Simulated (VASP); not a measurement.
Wanted: the native input for a VASP 6.6.1 run.

```
Task                    : density of states
Functional              : PBE
Potentials or basis     : VASP PAW PBE potentials, release 64 (N, C, Yb)
Cutoff                  : 520 eV
k mesh                  : 7 × 7 × 4
Occupations             : fermi-dirac, width 0.1 eV
Spin                    : no spin polarisation
Dipole correction       : no
k mesh for the DOS      : 11 × 11 × 6
Occupations for the DOS : tetrahedron
Further INCAR settings  : ALGO = Normal; EDIFF = 1e-07
```

Yb2C2N:

```
CELL_PARAMETERS angstrom
1.73164 2.99929 0.00000
-1.73164 2.99929 0.00000
0.00000 0.00000 6.16687
ATOMIC_POSITIONS crystal
N 0.00000 0.00000 0.00000
C 0.33330 0.33340 0.62000
C 0.66670 0.66660 0.38000
Yb 0.33330 0.33340 0.29000
Yb 0.66670 0.66660 0.71000
```

One way to write it, as run:

POSCAR

```
Yb2C2N
1.0
    1.7316418400      2.9992904100      0.0000000000
   -1.7316418400      2.9992904100      0.0000000000
    0.0000000000      0.0000000000      6.1668737800
N C Yb
1 2 2
Direct
    0.0000000000      0.0000000000      0.0000000000
    0.3333000000      0.3334000000      0.6200000000
    0.6667000000      0.6666000000      0.3800000000
    0.3333000000      0.3334000000      0.2900000000
    0.6667000000      0.6666000000      0.7100000000
```

INCAR.step1

```
ALGO = Normal
EDIFF = 1E-7
ENCUT = 520
GGA = PE
ISIF = 2
ISMEAR = -1
LASPH = T
LCHARG = T
LMAXMIX = 6
LREAL = F
LWAVE = F
NBANDS = 38
NELM = 100
PREC = Accurate
SIGMA = 0.1
```

KPOINTS.step1

```
k-points
0
Gamma
  7 7 4
```

INCAR.step2

```
ALGO = Normal
EDIFF = 1E-7
ENCUT = 520
GGA = PE
ICHARG = 11
ISIF = 2
ISMEAR = -5
LASPH = T
LCHARG = F
LMAXMIX = 6
LORBIT = 10
LREAL = F
LWAVE = F
NEDOS = 1001
NELM = 100
PREC = Accurate
SIGMA = 0.1
```

KPOINTS.step2

```
k-points
0
Gamma
  11 11 6
```

Potentials or basis: VASP PAW PBE potentials, release 64 (N, C, Yb).

Launch:

```bash
$ cat potpaw_PBE.64/N/POTCAR potpaw_PBE.64/C/POTCAR potpaw_PBE.64/Yb/POTCAR > POTCAR
$ cp INCAR.step1 INCAR
$ cp KPOINTS.step1 KPOINTS
$ mpirun -np 1 vasp_std > vasp.out
$ cp INCAR.step2 INCAR
$ cp KPOINTS.step2 KPOINTS
$ mpirun -np 1 vasp_std > vasp.out
```

It gave:

- Valence electrons inside the program's atomic spheres: N 3.41; C 2.44; Yb 22.86

Caveat: spin-orbit coupling is left out, which moves the levels of the heavy elements; without U or exact exchange the open f shell lies at the Fermi level, which spoils levels, moments and volumes.

Run time: 10 min on 1 thread of Intel(R) Xeon(R) 6975P-C (Granite Rapids) (shared host), peak memory 0.54 GiB.
